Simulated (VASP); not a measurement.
# Cu (Fm-3m) in VASP: notebook

Cu is run at these levels: PBE; tasks: single point.

Everything below comes from runs of VASP 6.6.1. Logs are shortened: lines on timing, memory, paths and dates and some standing lists are left out, and cuts for length are marked.

**1. The cell of the first run**

It takes space group Fm-3m (No. 225, cubic). Conventional cell: a = 3.709 Å, b = 3.709 Å, c = 3.709 Å, α = 90.00°, β = 90.00°, γ = 90.00°. Within 3.5 Å of Cu (site symmetry m-3m) lie 12 Cu at 2.62 Å.

**2. Single point, PBE**

INCAR reads:

```
SYSTEM = Cu
ALGO = Normal
EDIFF = 1E-6
ENCUT = 600
GGA = PE
GGA_COMPAT = .FALSE.
ISIF = 2
ISMEAR = -1
LASPH = .TRUE.
LCHARG = .TRUE.
LELF = .TRUE.
LREAL = .FALSE.
LVHAR = .TRUE.
LWAVE = .FALSE.
NBANDS = 12
NELM = 120
PREC = Accurate
SIGMA = 0.1
```

KPOINTS reads:

```
k-points
0
G
  11 11 11
  0 0 0
```

POSCAR reads:

```
Cu
1.0
    0.0000000000      1.8544689142      1.8544689142
    1.8544689142      0.0000000000      1.8544689142
    1.8544689142      1.8544689142      0.0000000000
Cu
1
Direct
    0.0000000000      0.0000000000      0.0000000000
```

Potentials or basis: VASP PAW PBE potentials, release 64 (Cu).

The run is started by

```
cat potpaw_PBE.64/Cu/POTCAR > POTCAR
mpirun -np 1 vasp_std > vasp.out
```

OUTCAR:

```text
SYSTEM = Cu
   EDIFF = 1E-6
   ENCUT = 600
   GGA = PE
   ISIF = 2
   ISMEAR = -1
   LASPH = .TRUE.
   LREAL = .FALSE.
   NELM = 120
   PREC = Accurate

 ion  position               nearest neighbor table
   1  0.000  0.000  0.000-

  LATTYP: Found a face centered cubic cell.
 ALAT       =     3.7089378284

  Lattice vectors:

 A1 = (   0.0000000000,   1.8544689142,   1.8544689142)
 A2 = (   1.8544689142,   0.0000000000,   1.8544689142)
 A3 = (   1.8544689142,   1.8544689142,   0.0000000000)

Analysis of symmetry for initial positions (statically):
=====================================================================
 Subroutine PRICEL returns:
 Original cell was already a primitive cell.

 Routine SETGRP: Setting up the symmetry group for a
 face centered cubic supercell.

 Subroutine GETGRP returns: Found 48 space group operations
 (whereof 48 operations were pure point group operations)
 out of a pool of 48 trial point group operations.

The static configuration has the point symmetry O_h .

Analysis of symmetry for dynamics (positions and initial velocities):
=====================================================================
 Subroutine PRICEL returns:
 Original cell was already a primitive cell.

 Routine SETGRP: Setting up the symmetry group for a
 face centered cubic supercell.

 Subroutine GETGRP returns: Found 48 space group operations
 (whereof 48 operations were pure point group operations)
 out of a pool of 48 trial point group operations.

The dynamic configuration has the point symmetry O_h .

 Subroutine INISYM returns: Found 48 space group operations
 (whereof 48 operations are pure point group operations),
 and found     1 'primitive' translations

----------------------------------------------------------------------------------------

                                     Primitive cell

  volume of cell :      12.7552

  direct lattice vectors                    reciprocal lattice vectors
     0.000000000  1.854468914  1.854468914    -0.269618971  0.269618971  0.269618971
     1.854468914  0.000000000  1.854468914     0.269618971 -0.269618971  0.269618971
     1.854468914  1.854468914  0.000000000     0.269618971  0.269618971 -0.269618971

  length of vectors
     2.622615089  2.622615089  2.622615089     0.466993756  0.466993756  0.466993756

  position of ions in fractional coordinates (direct lattice)
     0.000000000  0.000000000  0.000000000

  ion indices of the primitive-cell ions
   primitive index   ion index
[... 75 lines left out ...]
   EDIFFG = 0.1E-04   stopping-criterion for IOM
   NSW    =      0    number of steps for IOM
   IBRION =     -1    ionic relax: 0-MD 1-quasi-New 2-CG
   NFREE  =      0    steps in history (QN), initial steepest desc. (CG)
   ISIF   =      2    stress and relaxation
   ISYM   =      2    0-nonsym 1-usesym 2-fastsym
   POTIM  = 0.5000    time-step for ionic-motion
   TEBEG  =    0.0;   TEEND  =   0.0 temperature during run
   PSTRESS=    0.0 pullay stress
   NELECT =      11.0000    total number of electrons
   NUPDOWN=      -1.0000    fix difference up-down
   EMIN   =  10.00;   EMAX   =-10.00  energy-range for DOS
   EFERMI =   0.00;   METHOD = LEGACY
   ISMEAR =    -1;   SIGMA  =   0.10  broadening in eV -4-tet -1-fermi 0-gaus
   EFERMI_NEDOS =   21; number of points for ismear=-14 and -15
   IALGO  =     38    algorithm
   IMIX   =      4    mixing-type and parameters
     AMIX     =   0.40;   BMIX     =  1.00
     AMIX_MAG =   1.60;   BMIX_MAG =  1.00
  volume/ion in A,a.u.               =      12.76        86.08
  Fermi-wavevector in a.u.,A,eV,Ry     =   1.558270  2.944704 33.037759  2.428207
  Thomas-Fermi vector in A             =   2.661799
   LORBIT       =      0    0 simple, 1 ext, 2 COOP (PROOUT), +10 PAW based schemes
   GGA     = PE    functional components
   LHFCALC =     F    Hartree Fock is set to
   AEXX    =    0.0000 exact exchange contribution
   IVDW    =     0    specifies the selected vdW correction
   LEPSILON=     F    determine dielectric tensor
   LRPA    =     F    only Hartree local field effects (RPA)
 non-spin polarized calculation
  energy-cutoff  :      600.00
  volume of cell :       12.76
 maximum number of plane-waves:       440
 NGX is ok and might be reduce to    24
   NGX = 11   NGY = 11   NGZ = 11

 number of electron      11.0000006 magnetization

 Free energy of the ion-electron system (eV)
  ---------------------------------------------------
  ext. energy  EPLUGINS =         0.00000000
  ---------------------------------------------------
  free energy    TOTEN  =        -3.71764786 eV

  energy without entropy =       -3.70866691  energy(sigma->0) =       -3.71315738

 E-fermi :   6.7785     XC(G=0): -12.2863

 val. band max:        6.6819478974   @ k =  -0.4545   0.0909   0.0000
 cond. band min:       6.8814390806   @ k =   0.4545   0.3636   0.0000
 fundamental gap:      0.1994911833
 Fermi energy:         6.7784509093

 k-point     1 :       0.0000    0.0000    0.0000
  band No.  band energies     occupation
      1      -2.1122      2.00000
      2       3.8602      2.00000
      3       3.8602      2.00000
      4       3.8602      2.00000
      5       4.5887      2.00000
      6       4.5887      2.00000
      7      28.6433      0.00000
      8      30.7004      0.00000
      9      30.7004      0.00000
     10      30.7004      0.00000
     11      33.1539      0.00000
     12      33.1539      0.00000
[... 331 lines left out ...]
 k-point    24 :      -0.1818    0.1818    0.0000
  band No.  band energies     occupation
      1       0.6688      2.00000
      2       3.4570      2.00000
      3       3.9169      2.00000
      4       4.2976      2.00000
      5       4.3088      2.00000
      6       5.1578      2.00000
      7      19.3894      0.00000
      8      20.0286      0.00000
      9      29.7731      0.00000
     10      29.7895      0.00000
     11      32.8469      0.00000
     12      34.6840      0.00000

 [... further k-points ...]
[... 5 lines left out ...]
  --------------------------------------------------------------------------------------
  -------------------------------------------------------------------------------------
  Total       -0.5785372     -0.5785372     -0.5785372      0.0000000      0.0000000     -0.0000000
  in kB      -72.6696732    -72.6696732    -72.6696732      0.0000000      0.0000000     -0.0000000
  external PRESSURE =     -72.6696732 kB  Pullay stress =       0.0000000 kB

 VOLUME and BASIS-vectors are now :
 -----------------------------------------------------------------------------
  energy-cutoff  :      600.00
  volume of cell :       12.76
      direct lattice vectors                 reciprocal lattice vectors
     0.000000000  1.854468914  1.854468914    -0.269618971  0.269618971  0.269618971
     1.854468914  0.000000000  1.854468914     0.269618971 -0.269618971  0.269618971
     1.854468914  1.854468914  0.000000000     0.269618971  0.269618971 -0.269618971

 POSITION                                       TOTAL-FORCE (eV/Angst)
 -----------------------------------------------------------------------------------
      0.00000      0.00000      0.00000        -0.000000     -0.000000     -0.000000
 -----------------------------------------------------------------------------------
    total drift:                               -0.000000      0.000000      0.000000

  FREE ENERGIE OF THE ION-ELECTRON SYSTEM (eV)
  ---------------------------------------------------
  free  energy   TOTEN  =        -3.7176478609 eV

  energy  without entropy=       -3.7086669078  energy(sigma->0) =       -3.71315738
```

OSZICAR:

```text
N       E                     dE             d eps       ncg     rms          rms(c)
DAV:   1     0.478736945638E+02    0.47874E+02   -0.58489E+03  1456   0.167E+03
DAV:   2    -0.301977828503E+01   -0.50893E+02   -0.47008E+02  1404   0.215E+02
DAV:   3    -0.457681315787E+01   -0.15570E+01   -0.15491E+01  1580   0.433E+01
DAV:   4    -0.458631828695E+01   -0.95051E-02   -0.95037E-02  1552   0.300E+00
DAV:   5    -0.458641140902E+01   -0.93122E-04   -0.93121E-04  1608   0.303E-01    0.757E+00
DAV:   6    -0.415889128080E+01    0.42752E+00   -0.15492E+01  1620   0.740E+01    0.436E+00
DAV:   7    -0.372785285232E+01    0.43104E+00   -0.25966E+00  1616   0.305E+01    0.504E-01
DAV:   8    -0.371977696470E+01    0.80759E-02   -0.68189E-03  1672   0.153E+00    0.350E-01
DAV:   9    -0.371765154193E+01    0.21254E-02   -0.13951E-02  1648   0.205E+00    0.343E-02
DAV:  10    -0.371764846400E+01    0.30779E-05   -0.65644E-05  2016   0.139E-01    0.800E-03
DAV:  11    -0.371764786090E+01    0.60310E-06   -0.61257E-07  1232   0.125E-02
   1 F= -.37176479E+01 E0= -.37131574E+01  d E =-.898095E-02
```

Wall time 16 s (1 thread of Intel Xeon 8259CL, shared host); peak memory 0.14 GiB.

What came out:

- Free energy: -3.7176 eV
- Pressure: -7.3 GPa

**3. Single point, PBE**

This run uses another cell than the first one, of 13.23 Å³/atom, 1.037 times its volume.

INCAR reads:

```
PREC = Accurate
ENCUT = 600
EDIFF = 1E-6
ISMEAR = -1
SIGMA = 0.1
LREAL = F
LASPH = T
NELM = 120
ALGO = Normal
ISIF = 2
LWAVE = F
LCHARG = F
GGA = PE
NBANDS = 12
GGA_COMPAT = F
```

KPOINTS reads:

```
regular mesh
0
Gamma
  11 11 11
```

POSCAR reads:

```
Cu
1.0
    0.0000000000      1.8770866178      1.8770866178
    1.8770866178      0.0000000000      1.8770866178
    1.8770866178      1.8770866178      0.0000000000
Cu
1
Direct
    0.0000000000      0.0000000000      0.0000000000
```

Potentials or basis: VASP PAW PBE potentials, release 64 (Cu).

The run is started by

```
cat potpaw_PBE.64/Cu/POTCAR > POTCAR
mpirun -np 1 vasp_std > vasp.out
```

OUTCAR:

```text
PREC = Accurate
   ENCUT = 600
   EDIFF = 1E-6
   ISMEAR = -1
   LREAL = F
   LASPH = T
   NELM = 120
   ISIF = 2
   GGA = PE

 ion  position               nearest neighbor table
   1  0.000  0.000  0.000-

  LATTYP: Found a face centered cubic cell.
 ALAT       =     3.7541732356

  Lattice vectors:

 A1 = (   0.0000000000,   1.8770866178,   1.8770866178)
 A2 = (   1.8770866178,   0.0000000000,   1.8770866178)
 A3 = (   1.8770866178,   1.8770866178,   0.0000000000)

Analysis of symmetry for initial positions (statically):
[... 528 lines left out ...]
      4       3.9660      2.00000
      5       3.9773      2.00000
      6       4.7803      2.00000
      7      18.6966      0.00000
      8      19.2870      0.00000
      9      28.8134      0.00000
     10      28.9202      0.00000
     11      31.9523      0.00000
     12      33.6001      0.00000

 [... further k-points ...]
[... 5 lines left out ...]
  --------------------------------------------------------------------------------------
  -------------------------------------------------------------------------------------
  Total       -0.8650469     -0.8650469     -0.8650469      0.0000000     -0.0000000      0.0000000
  in kB     -104.7773238   -104.7773238   -104.7773238      0.0000000     -0.0000000      0.0000000
  external PRESSURE =    -104.7773238 kB  Pullay stress =       0.0000000 kB

 VOLUME and BASIS-vectors are now :
 -----------------------------------------------------------------------------
  energy-cutoff  :      600.00
  volume of cell :       13.23
      direct lattice vectors                 reciprocal lattice vectors
     0.000000000  1.877086618  1.877086618    -0.266370233  0.266370233  0.266370233
     1.877086618  0.000000000  1.877086618     0.266370233 -0.266370233  0.266370233
     1.877086618  1.877086618  0.000000000     0.266370233  0.266370233 -0.266370233

 POSITION                                       TOTAL-FORCE (eV/Angst)
 -----------------------------------------------------------------------------------
      0.00000      0.00000      0.00000         0.000000      0.000000      0.000000
 -----------------------------------------------------------------------------------
    total drift:                                0.000000      0.000000     -0.000000

  FREE ENERGIE OF THE ION-ELECTRON SYSTEM (eV)
  ---------------------------------------------------
  free  energy   TOTEN  =        -3.6910855288 eV

  energy  without entropy=       -3.6814089721  energy(sigma->0) =       -3.68624725
```

OSZICAR:

```text
N       E                     dE             d eps       ncg     rms          rms(c)
DAV:   1     0.458494153880E+02    0.45849E+02   -0.59070E+03  1460   0.165E+03
DAV:   2    -0.299174306466E+01   -0.48841E+02   -0.44724E+02  1368   0.210E+02
DAV:   3    -0.452721714565E+01   -0.15355E+01   -0.15269E+01  1544   0.431E+01
DAV:   4    -0.453798883709E+01   -0.10772E-01   -0.10769E-01  1588   0.318E+00
DAV:   5    -0.453809907139E+01   -0.11023E-03   -0.11023E-03  1580   0.329E-01    0.749E+00
DAV:   6    -0.415726150327E+01    0.38084E+00   -0.15795E+01  1608   0.740E+01    0.453E+00
DAV:   7    -0.370025224997E+01    0.45701E+00   -0.27005E+00  1620   0.310E+01    0.465E-01
DAV:   8    -0.369356392797E+01    0.66883E-02   -0.94563E-03  1676   0.188E+00    0.379E-01
DAV:   9    -0.369109398026E+01    0.24699E-02   -0.16789E-02  1640   0.224E+00    0.392E-02
DAV:  10    -0.369108576187E+01    0.82184E-05   -0.98628E-05  2048   0.172E-01    0.779E-03
DAV:  11    -0.369108552877E+01    0.23309E-06   -0.74832E-07  1588   0.109E-02
   1 F= -.36910855E+01 E0= -.36862473E+01  d E =-.967656E-02
```

Run time: 16 s. Hardware: 1 thread of Intel Xeon 8259CL, shared host; peak memory 0.14 GiB.

Results:

```yaml
Free_energy: -3.6911 eV
Pressure: -10.5 GPa
```

Levels at points of the mesh, in eV from the Fermi level:
```
           k point  band 2  band 3  band 4  band 5  band 6  band 7  band 8  band 9  band 10  band 11
(0.00, 0.00, 0.00)   -2.83   -2.83   -2.83   -2.14   -2.14   21.56   23.35   23.35    23.35    25.80
```
